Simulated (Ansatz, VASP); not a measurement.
ScAs4: VASP beside Ansatz

File INCAR:

```
  ALGO = Normal
  EDIFF = 1E-6
  ENCUT = 500
  GGA = PE
  GGA_COMPAT = False
  ISIF = 2
  ISMEAR = 0
  LASPH = True
  LCHARG = False
  LREAL = False
  LWAVE = False
  NBANDS = 24
  NELM = 120
  PREC = Accurate
  SIGMA = 0.1
```

The input KPOINTS:

```
k-points
0
Gamma
  4 4 4
```

File POSCAR:

```
ScAs4
1.0
   -3.5657207100      3.5657207100      2.3837127300
    3.5657207100     -3.5657207100      2.3837127300
    3.5657207100      3.5657207100     -2.3837127300
Sc As
1 4
Direct
    0.5000000000      0.5000000000      0.0000000000
    0.5000000000      0.8325591900      0.3325591900
    0.5000000000      0.1674408100      0.6674408100
    0.8325591900      0.5000000000      0.3325591900
    0.1674408100      0.5000000000      0.6674408100
```

Input for Ansatz:

```yaml
crystal:
  lattice:
    - [-3.56572071, 3.56572071, 2.38371273]
    - [3.56572071, -3.56572071, 2.38371273]
    - [3.56572071, 3.56572071, -2.38371273]
  atoms:
    - { symbol: Sc, position: [0.5, 0.5, 0.0] }
    - { symbol: As, position: [0.5, 0.83255919, 0.33255919] }
    - { symbol: As, position: [0.5, 0.16744081, 0.66744081] }
    - { symbol: As, position: [0.83255919, 0.5, 0.33255919] }
    - { symbol: As, position: [0.16744081, 0.5, 0.66744081] }
basis:
  ecutwfc: 420
kpoints:
  mp_grid: { grid: [4, 4, 4] }
hamiltonian:
  xc: pbe
scf:
  occupations: { method: gaussian, width: 0.1 }
  lower_state_search: "off"
output:
  forces: true
  stress: true
  eigenvalues: true
```

Alike in both runs: task single point; functional PBE; k mesh 4 × 4 × 4; occupations gaussian, width 0.1 eV; no spin polarisation.

|  | VASP | Ansatz |
| --- | --- | --- |
| version | VASP 6.6.1 | Ansatz 0.2.0 |
| potentials or method | VASP PAW PBE potentials, release 64 (Sc_sv, As), cutoff 500 eV | scalar-relativistic, plane waves, PAW |
| valence electrons in the cell | 31 | 71 |

VASP gave:

```
gap on the k mesh at the Fermi level (eV)                     : none
pressure (GPa)                                                : 10.1
traceless stress, the component that is largest in VASP (GPa) : -8.07
rms of the force components (eV/Å)                            : 0.925
```

What did Ansatz give for the same quantities?

gap on the k mesh at the Fermi level (eV): none; pressure (GPa): 9.9; traceless stress, the component that is largest in VASP (GPa): -7.89; rms of the force components (eV/Å): 0.944.

Atom by atom the forces differ by 0.019 eV/Å (rms over components). A gap of «none» marks a metal or a gap that the smearing closes. VASP's potentials hold 31 valence electrons a cell and Ansatz's 71, so a difference there can come from the potentials and not from the codes.

The k mesh is coarse, so the values compare programs but aren't converged.
